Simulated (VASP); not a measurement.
PbS, 4 atoms in the cell. The cell holds a slab with vacuum, 4 atoms: a = 4.171 Å, b = 4.089 Å, c = 11.782 Å, α = 95.33°, β = 93.79°, γ = 89.21°.  This cell differs from its parent crystal: equal xy, yz and zx shear strains of -2 %.

- Program: VASP 6.6.1
- Task: single point
- Functional: PBEsol
- Potentials or basis: VASP PAW PBE potentials, release 64 (Pb_d, S)
- Cutoff: 520 eV
- k mesh: 7 × 7 × 3
- Occupations: fermi-dirac, width 0.01 eV
- Spin: no spin polarisation
- Dipole correction: no
- Further INCAR settings: ALGO = Normal; EDIFF = 1e-06; NBANDS = 28

Potentials or basis: VASP PAW PBE potentials, release 64 (Pb_d, S).

Launch:

```sh
$ cat potpaw_PBE.64/Pb_d/POTCAR potpaw_PBE.64/S/POTCAR > POTCAR
$ mpirun -np 1 vasp_std > vasp.out
```

Hardware: 1 thread of Intel(R) Xeon(R) Platinum 8559C (Emerald Rapids), on a shared host.

Question: How long does it take, and how much memory?

Answer: Wall time 2.7 min on 1 thread of Intel(R) Xeon(R) Platinum 8559C (Emerald Rapids) (shared host), peak memory 0.51 GiB. Counts: scf iterations 17, k points 74.
